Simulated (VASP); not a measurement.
Input of a VASP 6.6.1 run:

INCAR

```
SYSTEM = ScH5
  PREC = Accurate
  ENCUT = 600
  EDIFF = 1E-7
  ISMEAR = 0
  SIGMA = 0.1
  LREAL = .False.
  LASPH = .True.
  NELM = 100
  ALGO = Normal
  ISIF = 3
  LWAVE = .False.
  LCHARG = .False.
  GGA = PE
  IBRION = 2
  NSW = 90
  EDIFFG = -0.04
```

The input KPOINTS:

```
Automatic mesh
0
Gamma
  4 4 4
  0 0 0
```

The input POSCAR:

```
ScH5
1.0
    3.7583290900      0.0000000000      0.0000000000
    0.0000000000      3.7583290900      0.0000000000
    0.0000000000      0.0000000000      3.7583290900
Sc H
1 5
Direct
    0.5000000000      0.5000000000      0.5000000000
    0.2685177900      0.2685177900      0.2685177900
    0.7314822100      0.7314822100      0.2685177900
    0.7314822100      0.2685177900      0.7314822100
    0.2685177900      0.7314822100      0.7314822100
    0.0000000000      0.0000000000      0.0000000000
```

Potentials or basis: VASP PAW PBE potentials, release 64 (Sc_sv, H).

Launch:

```console
$ cat potpaw_PBE.64/Sc_sv/POTCAR potpaw_PBE.64/H/POTCAR > POTCAR
$ mpirun -np 1 vasp_std > vasp.out
```

(1) Estimate the band gap on the k mesh.

(2) Predict the relaxed cell.

(3) Estimate the space group after relaxing (to 0.05 Å).

(4) What does it give for the relaxed volume?

Answers

(1) 1.13 eV, direct.

(2) a = 3.624 Å, b = 3.624 Å, c = 3.624 Å, α = 90.00°, β = 90.00°, γ = 90.00°.

(3) P-43m (No. 215).

(4) 7.93 Å³/atom.
